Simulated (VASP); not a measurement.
# AlN (P6_3mc) in VASP: single point with r2SCAN

Aim: the single point of AlN with r2SCAN.

Everything below comes from runs of VASP 6.6.1. Logs are shortened: lines on timing, memory, paths and dates and some standing lists are left out, and cuts for length are marked.

### 1 The cell of the first run

The structure is hexagonal, space group P6_3mc (No. 186). Conventional cell: a = 3.183 Å, b = 3.183 Å, c = 4.907 Å, α = 90.00°, β = 90.00°, γ = 120.00°. Al (site symmetry 3m) has 4 N at 1.91 to 1.92 Å within 2.5 Å. Within 2.5 Å of N (site symmetry 3m) lie 4 Al at 1.91 to 1.92 Å.

### 2 Single point, r2SCAN

Input file POSCAR:

```
AlN
1.0
    3.1830969030      0.0000000000      0.0000000000
   -1.5915484515      2.7566427807      0.0000000000
    0.0000000000      0.0000000000      4.9066377090
Al N
2 2
Direct
    0.3333333333      0.6666666667      0.4958239769
    0.6666666667      0.3333333333      0.9958239769
    0.3333333333      0.6666666667      0.8841760231
    0.6666666667      0.3333333333      0.3841760231
```

Input file INCAR.step1:

```
  PREC = Accurate
  ENCUT = 520
  ISMEAR = 0
  SIGMA = 0.02
  LREAL = F
  LASPH = T
  NELM = 80
  ISYM = 0
  NBANDS = 16
  GGA = PE
  ALGO = Normal
  EDIFF = 1E-4
  LWAVE = T
  LCHARG = F
```

Input file INCAR.step2:

```
  PREC = Accurate
  ENCUT = 520
  EDIFF = 1E-6
  ISMEAR = 0
  SIGMA = 0.02
  LREAL = F
  LASPH = T
  NELM = 80
  ALGO = Normal
  ISIF = 2
  LWAVE = F
  LCHARG = F
  METAGGA = R2SCAN
  LMIXTAU = T
  ISYM = 0
  NBANDS = 16
  ISTART = 1
```

Input file KPOINTS:

```
Automatic mesh
0
Gamma
  9 9 6
  0.5 0.5 0.5
```

Potentials or basis: VASP PAW PBE potentials, release 64 (Al, N).

Command:

```bash
> cat potpaw_PBE.64/Al/POTCAR potpaw_PBE.64/N/POTCAR > POTCAR
> cp INCAR.step1 INCAR
> mpirun -np 1 vasp_std > vasp.out
> cp INCAR.step2 INCAR
> mpirun -np 1 vasp_std > vasp.out
```

OUTCAR:

```text
PREC = Accurate
   ENCUT = 520
   EDIFF = 1E-6
   ISMEAR = 0
   LREAL = F
   LASPH = T
   NELM = 80
   ISIF = 2
   METAGGA = R2SCAN
   ISYM = 0
   ISTART = 1

 ion  position               nearest neighbor table
   1  0.333  0.667  0.496-   3 1.91   4 1.92   4 1.92   4 1.92   2 3.07   2 3.07   2 3.07   2 3.07
                             2 3.07   2 3.07
   2  0.667  0.333  0.996-   4 1.91   3 1.92   3 1.92   3 1.92   1 3.07   1 3.07   1 3.07   1 3.07
                             1 3.07   1 3.07
   3  0.333  0.667  0.884-   1 1.91   2 1.92   2 1.92   2 1.92
   4  0.667  0.333  0.384-   2 1.91   1 1.92   1 1.92   1 1.92

IMPORTANT INFORMATION: All symmetrisations will be switched off!
NOSYMM: (Re-)initialisation of all symmetry stuff for point group C_1.

----------------------------------------------------------------------------------------

                                     Primitive cell

  volume of cell :      43.0541

  direct lattice vectors                    reciprocal lattice vectors
     3.183096903  0.000000000  0.000000000     0.314159459  0.181380048  0.000000000
    -1.591548452  2.756642781  0.000000000     0.000000000  0.362760096  0.000000000
     0.000000000  0.000000000  4.906637709     0.000000000  0.000000000  0.203805551

  length of vectors
     3.183096903  3.183096903  4.906637709     0.362760096  0.362760096  0.203805551

  position of ions in fractional coordinates (direct lattice)
     0.333333333  0.666666667  0.495823977
     0.666666667  0.333333333  0.995823977
     0.333333333  0.666666667  0.884176023
     0.666666667  0.333333333  0.384176023

  ion indices of the primitive-cell ions
   primitive index   ion index
                 1           1
                 2           2
                 3           3
                 4           4

----------------------------------------------------------------------------------------

 KPOINTS: Automatic mesh

Automatic generation of k-mesh.
 Grid dimensions read from file:
 generate k-points for:    9    9    6

 Generating k-lattice:

  Cartesian coordinates                     Fractional coordinates (reciprocal lattice)
     0.034906607  0.020153339  0.000000000     0.111111111 -0.000000000  0.000000000
     0.000000000  0.040306677  0.000000000     0.000000000  0.111111111  0.000000000
     0.000000000  0.000000000  0.033967592     0.000000000  0.000000000  0.166666667

  Length of vectors
     0.040306677  0.040306677  0.033967592

  Shift w.r.t. Gamma in fractional coordinates (k-lattice)
     0.500000000  0.500000000  0.500000000

 Subroutine IBZKPT returns following result:
 ===========================================

 Found    729 irreducible k-points:

 Following reciprocal coordinates:
            Coordinates               Weight
  0.055556  0.055556  0.083333      2.000000
 -0.055556  0.111111  0.083333      2.000000
 -0.111111  0.055556  0.083333      2.000000
 -0.055556 -0.055556  0.083333      2.000000
  0.055556 -0.111111  0.083333      2.000000
  0.111111 -0.055556  0.083333      2.000000
[... 16 lines left out ...]
  0.055556 -0.333333  0.083333      2.000000
  0.333333 -0.277778  0.083333      2.000000
 [... further k-points ...]
   k-points           NKPTS =    729   k-points in BZ     NKDIM =    729   number of bands    NBANDS=     16
   number of dos      NEDOS =    301   number of ions     NIONS =      4
   total plane-waves  NPLWV =  20736
   dimension x,y,z NGX =    24 NGY =   24 NGZ =   36
   dimension x,y,z NGXF=    48 NGYF=   48 NGZF=   72
   ions per type =               2   2
   NGX,Y,Z   is equivalent  to a cutoff of  12.53, 12.53, 12.20 a.u.
   NGXF,Y,Z  is equivalent  to a cutoff of  25.07, 25.07, 24.39 a.u.
 SYSTEM =  unknown system
   PREC   = accura    normal or accurate (medium, high low for compatibility)
   ISTART =      1    job   : 0-new  1-cont  2-samecut
   ICHARG =      0    charge: 1-file 2-atom 10-const
   ISPIN  =      1    spin polarized calculation?
   LNONCOLLINEAR =      F non collinear calculations
   LSORBIT =      F    spin-orbit coupling
   LASPH  =      T    aspherical Exc in radial PAW
   ENCUT  =  520.0 eV  38.22 Ry    6.18 a.u.   5.92  5.92  9.12*2*pi/ulx,y,z
   NELM   =     80;   NELMIN=  2; NELMDL=  0     # of ELM steps
   EDIFF  = 0.1E-05   stopping-criterion for ELM
   LREAL  =      F    real-space projection
   EDIFFG = 0.1E-04   stopping-criterion for IOM
   NSW    =      0    number of steps for IOM
   IBRION =     -1    ionic relax: 0-MD 1-quasi-New 2-CG
   NFREE  =      0    steps in history (QN), initial steepest desc. (CG)
   ISIF   =      2    stress and relaxation
   ISYM   =      0    0-nonsym 1-usesym 2-fastsym
   POTIM  = 0.5000    time-step for ionic-motion
   TEBEG  =    0.0;   TEEND  =   0.0 temperature during run
   PSTRESS=    0.0 pullay stress
   NELECT =      16.0000    total number of electrons
   NUPDOWN=      -1.0000    fix difference up-down
   EMIN   =  10.00;   EMAX   =-10.00  energy-range for DOS
   EFERMI =   0.00;   METHOD = LEGACY
   ISMEAR =     0;   SIGMA  =   0.02  broadening in eV -4-tet -1-fermi 0-gaus
   EFERMI_NEDOS =   21; number of points for ismear=-14 and -15
   IALGO  =     38    algorithm
   IMIX   =      4    mixing-type and parameters
     AMIX     =   0.40;   BMIX     =  1.00
     AMIX_MAG =   1.60;   BMIX_MAG =  1.00
  volume/ion in A,a.u.               =      10.76        72.64
  Fermi-wavevector in a.u.,A,eV,Ry     =   1.177001  2.224209 18.848567  1.385331
  Thomas-Fermi vector in A             =   2.313355
   LORBIT       =      0    0 simple, 1 ext, 2 COOP (PROOUT), +10 PAW based schemes
   METAGGA = R2SCAN    functional components
   LHFCALC =     F    Hartree Fock is set to
   AEXX    =    0.0000 exact exchange contribution
   IVDW    =     0    specifies the selected vdW correction
   LEPSILON=     F    determine dielectric tensor
   LRPA    =     F    only Hartree local field effects (RPA)
 non-spin polarized calculation
 Gauss-broadening in eV      SIGMA  =   0.02
  energy-cutoff  :      520.00
  volume of cell :       43.05
 maximum number of plane-waves:      1173
   NGX = 11   NGY = 11   NGZ = 19

 number of electron      16.0000001 magnetization

 Free energy of the ion-electron system (eV)
  ---------------------------------------------------
  ext. energy  EPLUGINS =         0.00000000
  ---------------------------------------------------
  free energy    TOTEN  =       -38.38197577 eV

  energy without entropy =      -38.38197577  energy(sigma->0) =      -38.38197577

 E-fermi :   5.8300     XC(G=0): -11.2649

 val. band max:        5.6834129489   @ k =  -0.0556   0.0556   0.0833
 cond. band min:      10.5437400602   @ k =   0.0000   0.0556   0.0833
 fundamental gap:      4.8603271113
 Fermi energy:         5.8300256274

 k-point     1 :       0.0556    0.0556    0.0833
  band No.  band energies     occupation
      1     -10.0416      2.00000
      2      -7.9955      2.00000
      3       0.0430      2.00000
      4       4.0917      2.00000
      5       4.3325      2.00000
      6       4.8061      2.00000
[... 8 lines left out ...]
     15      18.9355      0.00000
     16      19.5337      0.00000

 k-point     2 :      -0.0556    0.1111    0.0833
  band No.  band energies     occupation
      1     -10.0416      2.00000
      2      -7.9955      2.00000
      3       0.0430      2.00000
      4       4.0917      2.00000
      5       4.3325      2.00000
      6       4.8061      2.00000
[... 8 lines left out ...]
     15      18.9355      0.00000
     16      19.5337      0.00000

 k-point     3 :      -0.1111    0.0556    0.0833
  band No.  band energies     occupation
      1     -10.0416      2.00000
      2      -7.9955      2.00000
      3       0.0430      2.00000
      4       4.0917      2.00000
      5       4.3325      2.00000
      6       4.8061      2.00000
[... 8 lines left out ...]
     15      18.9355      0.00000
     16      19.5337      0.00000

 k-point     4 :      -0.0556   -0.0556    0.0833
  band No.  band energies     occupation
      1     -10.0416      2.00000
      2      -7.9955      2.00000
      3       0.0430      2.00000
      4       4.0917      2.00000
      5       4.3325      2.00000
      6       4.8061      2.00000
[... 8 lines left out ...]
     15      18.9355      0.00000
     16      19.5337      0.00000

 k-point     5 :       0.0556   -0.1111    0.0833
  band No.  band energies     occupation
      1     -10.0416      2.00000
      2      -7.9955      2.00000
      3       0.0430      2.00000
      4       4.0917      2.00000
      5       4.3325      2.00000
      6       4.8061      2.00000
[... 8 lines left out ...]
     15      18.9355      0.00000
     16      19.5337      0.00000

 k-point     6 :       0.1111   -0.0556    0.0833
  band No.  band energies     occupation
      1     -10.0416      2.00000
      2      -7.9955      2.00000
      3       0.0430      2.00000
      4       4.0917      2.00000
      5       4.3325      2.00000
      6       4.8061      2.00000
[... 8 lines left out ...]
     15      18.9355      0.00000
     16      19.5337      0.00000

 k-point     7 :       0.1667    0.0556    0.0833
  band No.  band energies     occupation
      1      -9.6927      2.00000
      2      -7.8358      2.00000
      3       0.4509      2.00000
      4       2.8776      2.00000
      5       3.4909      2.00000
      6       4.1629      2.00000
[... 8 lines left out ...]
     15      18.5321      0.00000
     16      19.1668      0.00000

 k-point     8 :      -0.0556    0.2222    0.0833
  band No.  band energies     occupation
      1      -9.6927      2.00000
      2      -7.8358      2.00000
      3       0.4509      2.00000
      4       2.8776      2.00000
      5       3.4909      2.00000
      6       4.1629      2.00000
[... 8 lines left out ...]
     15      18.5321      0.00000
     16      19.1668      0.00000

 k-point     9 :      -0.2222    0.1667    0.0833
  band No.  band energies     occupation
      1      -9.6927      2.00000
      2      -7.8358      2.00000
      3       0.4509      2.00000
      4       2.8776      2.00000
      5       3.4909      2.00000
      6       4.1629      2.00000
[... 8 lines left out ...]
     15      18.5321      0.00000
     16      19.1668      0.00000
[... 172 lines left out ...]
 k-point    19 :       0.2778    0.0556    0.0833
  band No.  band energies     occupation
      1      -9.1396      2.00000
      2      -7.6596      2.00000
      3       0.9860      2.00000
      4       1.6376      2.00000
      5       2.5004      2.00000
      6       3.6330      2.00000
[... 8 lines left out ...]
     15      18.7263      0.00000
     16      20.1460      0.00000

 k-point    20 :      -0.0556    0.3333    0.0833
  band No.  band energies     occupation
      1      -9.1396      2.00000
      2      -7.6596      2.00000
      3       0.9860      2.00000
      4       1.6376      2.00000
      5       2.5004      2.00000
      6       3.6330      2.00000
[... 8 lines left out ...]
     15      18.7263      0.00000
     16      20.1460      0.00000

 k-point    21 :      -0.3333    0.2778    0.0833
  band No.  band energies     occupation
      1      -9.1396      2.00000
      2      -7.6596      2.00000
      3       0.9860      2.00000
      4       1.6376      2.00000
      5       2.5004      2.00000
      6       3.6330      2.00000
[... 8 lines left out ...]
     15      18.7263      0.00000
     16      20.1460      0.00000

 k-point    22 :      -0.2778   -0.0556    0.0833
  band No.  band energies     occupation
      1      -9.1396      2.00000
      2      -7.6596      2.00000
      3       0.9860      2.00000
      4       1.6376      2.00000
      5       2.5004      2.00000
      6       3.6330      2.00000
[... 8 lines left out ...]
     15      18.7263      0.00000
     16      20.1460      0.00000

 k-point    23 :       0.0556   -0.3333    0.0833
  band No.  band energies     occupation
      1      -9.1396      2.00000
      2      -7.6596      2.00000
      3       0.9860      2.00000
      4       1.6376      2.00000
      5       2.5004      2.00000
      6       3.6330      2.00000
[... 8 lines left out ...]
     15      18.7263      0.00000
     16      20.1460      0.00000

 k-point    24 :       0.3333   -0.2778    0.0833
  band No.  band energies     occupation
      1      -9.1396      2.00000
      2      -7.6596      2.00000
      3       0.9860      2.00000
      4       1.6376      2.00000
      5       2.5004      2.00000
      6       3.6330      2.00000
[... 8 lines left out ...]
     15      18.7263      0.00000
     16      20.1460      0.00000

 [... further k-points ...]

------------------------ aborting loop because EDIFF is reached ----------------------------------------

  FORCE on cell =-STRESS in cart. coord.  units (eV):
  Direction    XX          YY          ZZ          XY          YZ          ZX
  --------------------------------------------------------------------------------------
  -------------------------------------------------------------------------------------
  Total       -3.0341735     -3.0341904     -0.0824153     -0.0000147      0.0000000      0.0000000
  in kB     -112.9111024   -112.9117327     -3.0669329     -0.0005462      0.0000005      0.0000005
  external PRESSURE =     -76.2965893 kB  Pullay stress =       0.0000000 kB

 VOLUME and BASIS-vectors are now :
 -----------------------------------------------------------------------------
  energy-cutoff  :      520.00
  volume of cell :       43.05
      direct lattice vectors                 reciprocal lattice vectors
     3.183096903  0.000000000  0.000000000     0.314159459  0.181380048  0.000000000
    -1.591548452  2.756642781  0.000000000     0.000000000  0.362760096  0.000000000
     0.000000000  0.000000000  4.906637709     0.000000000  0.000000000  0.203805551

 POSITION                                       TOTAL-FORCE (eV/Angst)
 -----------------------------------------------------------------------------------
     -0.00000      1.83776      2.43283         0.000001     -0.000000     -0.002066
      1.59155      0.91888      4.88615        -0.000001      0.000000     -0.002066
     -0.00000      1.83776      4.33833         0.000005     -0.000003      0.002066
      1.59155      0.91888      1.88501        -0.000005      0.000003      0.002066
 -----------------------------------------------------------------------------------
    total drift:                                0.000000      0.000000     -0.012477

  FREE ENERGIE OF THE ION-ELECTRON SYSTEM (eV)
  ---------------------------------------------------
  free  energy   TOTEN  =       -38.3819757746 eV

  energy  without entropy=      -38.3819757746  energy(sigma->0) =      -38.38197577
```

Run time: 24 min. Hardware: 1 thread of Intel Xeon 8259CL, shared host; peak memory 0.49 GiB.

What came out:

- Free energy: -38.3820 eV
- Pressure: -7.6 GPa
- Band gap on the k mesh: 4.86 eV

Forces in eV/Å, atoms in the order of the input:
```
Al   0.000  0.000 -0.002
Al   0.000  0.000 -0.002
N    0.000  0.000  0.002
N    0.000  0.000  0.002
```

Stress tensor (GPa, compression positive):
```
-11.29   0.00   0.00
  0.00 -11.29   0.00
  0.00   0.00  -0.31
```

Caveat: the stress differs along the axes, from -11 to -0 GPa; the PAW data sets were made with another functional, which shifts forces and pressure a little; a shifted mesh leaves out Γ, where band edges can lie.
